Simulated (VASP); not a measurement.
Runs of VASP 6.6.1 on Ir. The structure is that of space group Fm-3m (No. 225), or close to it. The cells are those of the table. 

| task | level | potentials or basis | spin | cell | cutoff (eV) | gap on the mesh (eV) | pressure (GPa) |
| --- | --- | --- | --- | --- | --- | --- | --- |
| electric field gradients | r2SCAN | VASP PAW PBE potentials, release 64 (Ir) | off | a = 2.715 Å, angles 60.0°, 1 atom | 440 | none | 3.9 |
| electric field gradients | r2SCAN | VASP PAW PBE potentials, release 64 (Ir) | off | a = 2.678 Å, angles 60.0°, 1 atom | 440 | none | 21.9 |
| single point | r2SCAN | VASP PAW PBE potentials, release 64 (Ir) | off | a = 2.715 Å, angles 60.0°, 1 atom | 550 | none | 3.9 |
| electric field gradients | LDA | VASP PAW LDA potentials, release 64 (Ir) | off | a = 2.715 Å, angles 60.0°, 1 atom | 400 | none | -6.2 |
| electric field gradients | PBE | VASP PAW PBE potentials, release 64 (Ir_sv_GW) | non-collinear, zero start, SOC | a = 2.715 Å, angles 60.0°, 1 atom | 420 | - | 8.6 |
| electric field gradients | LDA | VASP PAW LDA potentials, release 64 (Ir) | off | a = 2.751 Å, angles 60.0°, 1 atom | 400 | none | (b) |
| single point | LDA | VASP PAW LDA potentials, release 64 (Ir) | off | a = 2.751 Å, angles 60.0°, 1 atom | 500 | none | -19.5 |
| single point | r2SCAN | VASP PAW PBE potentials, release 64 (Ir) | off | a = 2.678 Å, angles 60.0°, 1 atom | 550 | none | (a) |

Alike in all rows: k mesh 15 × 15 × 15; smearing fermi-dirac 0.05 eV.

Q: Estimate the missing entries.

A: (a) 22.0; (b) -19.4.

Caveats: spin-orbit coupling is left out, which moves the levels of the heavy elements (at least some runs); the cell stands under pressure (at least some runs); the PAW data sets were made with another functional, which shifts forces and pressure a little (at least some runs); the cell stands under tension (at least some runs).

A k mesh can miss the band edges, and rows without SOC leave out spin-orbit coupling on Ir.

A gap of «none» marks levels without a gap at the run's occupations.

The runs don't all hold the same shells in valence.
